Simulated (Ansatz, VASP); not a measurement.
# TiMoSe4: VASP beside Ansatz

```
CELL_PARAMETERS angstrom
5.50561 0.00000 0.00000
0.00000 5.50561 0.00000
0.00000 0.00000 5.50561
ATOMIC_POSITIONS crystal
Ti 0.00000 0.00000 0.00000
Mo 0.50000 0.50000 0.50000
Se 0.74678 0.74678 0.74678
Se 0.25322 0.25322 0.74678
Se 0.25322 0.74678 0.25322
Se 0.74678 0.25322 0.25322
```

Alike in both runs: functional PBE; k mesh 2 × 2 × 2; occupations gaussian, width 0.15 eV; collinear spin.

Ansatz relaxed the structure, and its values are those at the end. VASP's run is a single point on that final structure, the one shown.

|  | VASP | Ansatz |
| --- | --- | --- |
| version | VASP 6.6.1 | Ansatz 0.2.0 |
| potentials or method | VASP PAW PBE potentials, release 64 (Ti_sv, Mo_sv, Se), cutoff 520 eV | scalar-relativistic, plane waves, PAW |
| valence electrons in the cell | 50 | 90 |

```csv
,VASP,Ansatz,Ansatz less VASP
gap on the k mesh at the Fermi level (eV),none,none,-
pressure (GPa),0.2,0.1,-0.10
net moment per atom (μB),0.25,0.25,0.000
size of the moment on the site where the two differ most (μB),0.67,0.52,-0.151
```

Site moments also hang on the region over which each program counts them. A gap of «none» marks a metal or a gap that the smearing closes. VASP's potentials hold 50 valence electrons a cell and Ansatz's 90, so a difference there can come from the potentials and not from the codes.

The k mesh is coarse, so the values compare programs but aren't converged.
